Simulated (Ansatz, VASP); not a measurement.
**Mg in VASP and in Ansatz**

Contents of INCAR:

```
ALGO = Normal
EDIFF = 1E-6
ENCUT = 520
GGA = PE
ISIF = 2
ISMEAR = 0
LASPH = True
LCHARG = False
LREAL = False
LWAVE = False
NBANDS = 7
NELM = 100
PREC = Accurate
SIGMA = 0.1
```

KPOINTS

```
k-points
0
Gamma
  9 9 8
```

The input POSCAR:

```
Mg
1.0
    3.0502998005      0.0000000000      0.0000000000
   -1.5251499003      2.6416371164      0.0000000000
    0.0000000000      0.0000000000      3.0448375700
Mg
1
Direct
    0.0000000000      0.0000000000      0.0000000000
```

Input for Ansatz:

```yaml
crystal:
  lattice:
    - [3.0502998005, 0.0, 0.0]
    - [-1.5251499003, 2.6416371164, 0.0]
    - [0.0, 0.0, 3.04483757]
  atoms:
    - { symbol: Mg, position: [0.0, 0.0, 0.0] }
basis:
  ecutwfc: 420
kpoints:
  mp_grid: { grid: [9, 9, 8] }
hamiltonian:
  xc: pbe
scf:
  occupations: { method: gaussian, width: 0.1 }
output:
  forces: true
  stress: true
  eigenvalues: true
```

Alike in both runs: task single point; functional PBE; k mesh 9 × 9 × 8; occupations gaussian, width 0.1 eV; no spin polarisation.

|  | VASP | Ansatz |
| --- | --- | --- |
| version | VASP 6.6.1 | Ansatz 0.2.0 |
| potentials or method | VASP PAW PBE potentials, release 64 (Mg), cutoff 520 eV | scalar-relativistic, plane waves, PAW |
| valence electrons in the cell | 2 | 10 |

|  | VASP | Ansatz | Ansatz less VASP |
| --- | --- | --- | --- |
| gap on the k mesh at the Fermi level (eV) | none | none | - |
| pressure (GPa) | 1.2 | 1.3 | +0.08 |
| traceless stress, the component that is largest in VASP (GPa) | -0.76 | -0.78 | -0.018 |

A gap of «none» marks a metal or a gap that the smearing closes. The functional is the same, so the differences come from potentials, cutoffs and numerics. VASP's potentials hold 2 valence electrons a cell and Ansatz's 10, so a difference there can come from the potentials and not from the codes.
